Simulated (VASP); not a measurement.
W:

```
W
1.0
     0.00000    2.03000    2.03000
     2.03000    0.00000    2.03000
     2.03000    2.03000    0.00000
W
1
Cartesian
  0.0000 0.0000 0.0000
```

* Program: VASP 6.6.1
* Task: relaxation of cell and atoms
* Functional: revPBE
* Dispersion: D3(BJ)
* Potentials or basis: VASP PAW PBE potentials, release 64 (W_sv)
* Cutoff: 600 eV
* k mesh: 11 × 11 × 11
* Occupations: fermi-dirac, width 0.05 eV
* Spin: no spin polarisation

At the start: pressure -13.6 GPa; volume 16.73 Å³/atom.

Q: How do energy, volume and symmetry change on relaxing?

A: Over 7 steps the energy falls by 34.6 meV/atom and the volume is 15.95 Å³/atom (-4.7 %); space group Fm-3m (No. 225, to 0.05 Å).

The path:
```csv
step,energy change (eV),largest force (eV/Å),pressure (GPa),volume (Å³)
1,0.0000,0.0000,-13.60,16.73
2,0.4398,0.0000,71.11,13.52
3,-0.0344,0.0000,-1.26,16.01
4,-0.0346,0.0000,-0.16,15.96
5,-0.0346,0.0000,0.15,15.94
6,-0.0346,0.0000,-0.43,15.97
7,-0.0346,0.0000,-0.01,15.95
```

Final structure:
```
W
1.0
     0.00000    1.99797    1.99797
     1.99797    0.00000    1.99797
     1.99797    1.99797    0.00000
W
1
Cartesian
  0.0000 0.0000 0.0000
```

Caveat: the PAW data sets were made with another functional, which shifts forces and pressure a little; pairwise dispersion overbinds metals, which lowers pressure and volume.
